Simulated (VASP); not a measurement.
A run of VASP 6.6.1:

INCAR

```
SYSTEM = GaN
  ALGO = Normal
  EDIFF = 1E-6
  ENCUT = 600
  GGA = PE
  GGA_COMPAT = .False.
  ISIF = 2
  ISMEAR = 0
  LASPH = .True.
  LCHARG = .False.
  LREAL = .False.
  LWAVE = .False.
  NBANDS = 16
  NELM = 120
  PREC = Accurate
  SIGMA = 0.01
```

KPOINTS

```
k-points
0
Gamma
  8 8 8
  0 0 0
```

The input POSCAR:

```
GaN
1.0
    0.0000000000      2.2742384969      2.2742384969
    2.2742384969      0.0000000000      2.2742384969
    2.2742384969      2.2742384969      0.0000000000
Ga N
1 1
Direct
    0.0000000000      0.0000000000      0.0000000000
    0.7500000000      0.7500000000      0.7500000000
```

Potentials or basis: VASP PAW PBE potentials, release 64 (Ga_d, N).

The run is started by

```bash
$ cat potpaw_PBE.64/Ga_d/POTCAR potpaw_PBE.64/N/POTCAR > POTCAR
$ mpirun -np 1 vasp_std > vasp.out
```

Hardware: 1 thread of Intel(R) Xeon(R) 6975P-C (Granite Rapids), with other jobs on the host.

Problem. Estimate the wall time of this run.

Solution. Wall time 10 s on 1 thread of Intel(R) Xeon(R) 6975P-C (Granite Rapids), on a shared host, peak memory 0.16 GiB. Counts: scf iterations 13, k points 29.
